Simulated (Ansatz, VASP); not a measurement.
## One calculation of SrO, two programs

The input INCAR:

```
SYSTEM = SrO
PREC     = Accurate       ! precision mode
ENCUT    = 520            ! plane-wave cutoff, eV
EDIFF    = 1E-6           ! SCF threshold, eV
ISMEAR   = 0              ! smearing method
SIGMA    = 0.05           ! smearing width, eV
LREAL    = .FALSE.        ! projectors in reciprocal space
LASPH    = .TRUE.         ! aspherical terms in the spheres
NELM     = 100            ! most SCF steps
ALGO     = Normal         ! electronic algorithm
ISIF     = 2              ! what is computed and relaxed
LWAVE    = .FALSE.        ! write WAVECAR
LCHARG   = .FALSE.        ! write CHGCAR
GGA      = PE             ! functional
NBANDS   = 15             ! bands
```

The input KPOINTS:

```
Automatic mesh
0
G
  8 8 8
  0 0 0
```

Contents of POSCAR:

```
SrO
1.0
    0.0000000000      2.5698000000      2.5698000000
    2.5698000000      0.0000000000      2.5698000000
    2.5698000000      2.5698000000      0.0000000000
Sr O
1 1
Direct
   -0.0121604794     -0.0121604794      0.0121604794
    0.5000000000      0.5000000000      0.5000000000
```

Input for Ansatz:

```yaml
crystal:
  lattice:
    - [0.0, 2.5698, 2.5698]
    - [2.5698, 0.0, 2.5698]
    - [2.5698, 2.5698, 0.0]
  atoms:
    - { symbol: Sr, position: [-0.0121604794, -0.0121604794, 0.0121604794] }
    - { symbol: O, position: [0.5, 0.5, 0.5] }
basis:
  ecutwfc: 420
kpoints:
  mp_grid: { grid: [8, 8, 8] }
hamiltonian:
  xc: pbe
scf:
  occupations: { method: gaussian, width: 0.05 }
output:
  forces: true
  stress: true
  eigenvalues: true
```

Change from the starting cell: all Sr atoms moved +0.062 Å, as atom 1 towards its neighbour atom 2 (O) at 2.570 Å.

Alike in both runs: task single point; functional PBE; k mesh 8 × 8 × 8; occupations gaussian, width 0.05 eV; no spin polarisation.

|  | VASP | Ansatz |
| --- | --- | --- |
| version | VASP 6.6.1 | Ansatz 0.2.0 |
| potentials or method | VASP PAW PBE potentials, release 64 (Sr_sv, O), cutoff 520 eV | scalar-relativistic, plane waves, PAW |
| valence electrons in the cell | 16 | 16 |

Ansatz gave:

| Item | Value |
| --- | --- |
| gap on the k mesh at the Fermi level (eV) | 3.32 |
| least direct gap on the mesh (eV) | 3.39 |
| pressure (GPa) | 3.0 |
| traceless stress, the component that is largest in VASP (GPa) | 0.29 |
| rms of the force components (eV/Å) | 0.080 |

Question: What did VASP give for the same quantities?

Answer: gap on the k mesh at the Fermi level (eV): 3.27; least direct gap on the mesh (eV): 3.35; pressure (GPa): 3.6; traceless stress, the component that is largest in VASP (GPa): 0.31; rms of the force components (eV/Å): 0.086.

Atom by atom the forces differ by 0.005 eV/Å (rms over components).
